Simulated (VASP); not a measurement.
Write the native input for VASP 6.6.1 that does the following.

| Item | Value |
| --- | --- |
| Task | single point |
| Functional | PBE |
| Potentials or basis | VASP PAW PBE potentials, release 64 (Ge_d, Pd) |
| Cutoff | 520 eV |
| k mesh | 4 × 4 × 4 |
| Occupations | gaussian, width 0.1 eV |
| Spin | collinear spin |
| Starting moments | [0.0, 0.0, 0.0, 0.0, 0.0, 1.0] μB |
| Dipole correction | no |
| Further INCAR settings | ALGO = Normal; EDIFF = 1e-06; NBANDS = 53 |

The structure of Ge5Pd lies in POSCAR:

```
Ge5Pd
1.0
    0.0000000000      4.6086457885      4.6086457885
    4.6086457885      0.0000000000      4.6086457885
    4.6086457885      4.6086457885      0.0000000000
Ge Pd
5 1
Direct
    0.5000000000      0.5000000000      0.5000000000
    0.3490946535      0.9527160394      0.3490946535
    0.3490946535      0.3490946535      0.3490946535
    0.9527160394      0.3490946535      0.3490946535
    0.3490946535      0.3490946535      0.9527160394
    0.0000000000      0.0000000000      0.0000000000
```

The cell was built from a structure type or drawn by symmetry, and may not be a known phase.

The input as run:

INCAR

```
ALGO = Normal
EDIFF = 1E-6
ENCUT = 520
GGA = PE
ISIF = 2
ISMEAR = 0
ISPIN = 2
LASPH = T
LCHARG = F
LMAXMIX = 4
LORBIT = 11
LREAL = F
LWAVE = F
MAGMOM = 0 0 0 0 0 1
NBANDS = 53
NELM = 150
PREC = Accurate
SIGMA = 0.1
```

KPOINTS

```
k-points
0
Gamma
  4 4 4
```

Potentials or basis: VASP PAW PBE potentials, release 64 (Ge_d, Pd).

The run is started by

```bash
$ cat potpaw_PBE.64/Ge_d/POTCAR potpaw_PBE.64/Pd/POTCAR > POTCAR
$ mpirun -np 1 vasp_std > vasp.out
```

It gave:

- Pressure: -0.1 GPa
- Largest force: 0.005 eV/Å
- Net moment: 0.07 μB per cell
- Valence electrons inside the program's atomic spheres: Ge 12.41, 12.27 (each value once); Pd 8.97

Wall time 98 s on 1 thread of Intel(R) Xeon(R) 6975P-C (Granite Rapids) (shared host), peak memory 0.45 GiB.
